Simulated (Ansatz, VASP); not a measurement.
## ZrV3Se: VASP beside Ansatz

```xyz
5
Lattice="4.6913 0.0000 0.0000 0.0000 4.7682 0.0000 0.0000 0.0000 4.7682" Properties=species:S:1:pos:R:3 pbc="T T T"
Zr    2.3457    2.3841    2.3841
V     0.0000    2.3841    2.3841
V     2.3457    0.0000    2.3841
V     2.3457    2.3841    0.0000
Se    0.0000    0.0000    0.0000
```

Change from the starting cell: species swapped into the Sc3InB type (Pm-3m, No. 221).

Alike in both runs: functional PBE; k mesh 4 × 4 × 4; occupations gaussian, width 0.1 eV; collinear spin.

Ansatz relaxed the structure, and its values are those at the end. VASP's run is a single point on that final structure, the one shown.

```csv
,VASP,Ansatz
version,VASP 6.6.1,Ansatz 0.2.0
potentials or method,"VASP PAW PBE potentials, release 64 (Zr_sv, V_sv, Se), cutoff 500 eV","scalar-relativistic, plane waves, PAW"
valence electrons in the cell,57,67
```

Ansatz gave:

```
gap on the k mesh at the Fermi level (eV)                     : none
pressure (GPa)                                                : -0.1
net moment per atom (μB)                                      : 0.39
size of the moment on the site where the two differ most (μB) : 1.28
```

Task: Estimate VASP's values.

Result: gap on the k mesh at the Fermi level (eV): none; pressure (GPa): 0.1; net moment per atom (μB): 0.39; size of the moment on the site where the two differ most (μB): 1.45.

Site moments also hang on the region over which each program counts them. A gap of «none» marks a metal or a gap that the smearing closes. VASP's potentials hold 57 valence electrons a cell and Ansatz's 67, so a difference there can come from the potentials and not from the codes.
